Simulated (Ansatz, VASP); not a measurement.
**GaSb: VASP beside Ansatz**

File INCAR:

```
PREC = Accurate
ENCUT = 520
EDIFF = 1E-8
ISMEAR = -1
SIGMA = 0.05
LREAL = False
LASPH = True
NELM = 60
ALGO = Normal
ISIF = 2
LWAVE = False
LCHARG = False
GGA = PE
LEFG = True
NBANDS = 16
```

File KPOINTS:

```
Automatic mesh
0
Gamma
  9 9 9
```

The input POSCAR:

```
GaSb
1.0
    0.0000000000      3.0900566339      2.9978200000
    3.0900566339      0.0000000000      2.9978200000
    3.0900566339      3.0900566339      0.0000000000
Ga Sb
1 1
Direct
    0.0000000000      0.0000000000      0.0000000000
    0.7500000000      0.7500000000      0.7500000000
```

Input for Ansatz:

```yaml
crystal:
  lattice:
    - [0.0, 3.0900566339, 2.99782]
    - [3.0900566339, 0.0, 2.99782]
    - [3.0900566339, 3.0900566339, 0.0]
  atoms:
    - { symbol: Ga, position: [0.0, 0.0, 0.0] }
    - { symbol: Sb, position: [0.75, 0.75, 0.75] }
kpoints:
  mp_grid: { grid: [9, 9, 9] }
scf:
  occupations: { method: fermi_dirac, width: 0.05 }
hamiltonian:
  xc: pbe
  pseudopotentials: { kind: all_electron, datasets: crystal }
output:
  forces: true
  stress: true
  eigenvalues: true
  efg: { contact_densities: true }
```

Change from the starting cell: z stretched by -2 % at fixed volume, crystal datasets.

Alike in both runs: task electric field gradients; functional PBE; k mesh 9 × 9 × 9; occupations fermi-dirac, width 0.05 eV; no spin polarisation.

|  | VASP | Ansatz |
| --- | --- | --- |
| version | VASP 6.6.1 | Ansatz 0.2.0 |
| potentials or method | VASP PAW PBE potentials, release 64 (Ga_d, Sb), cutoff 520 eV | all-electron PAW with datasets made for the crystal, scalar-relativistic |

|  | VASP | Ansatz | Ansatz less VASP |
| --- | --- | --- | --- |
| pressure (GPa) | 2.4 | 2.3 | -0.08 |
| traceless stress, the component that is largest in VASP (GPa) | 0.80 | 0.80 | +0.002 |
| size of Vzz on the site where it differs most (V/Å²) | 3.7 | 4.3 | +0.61 |

Ansatz ran all-electron here, and VASP with PAW potentials.

Neither program's run includes spin-orbit coupling.
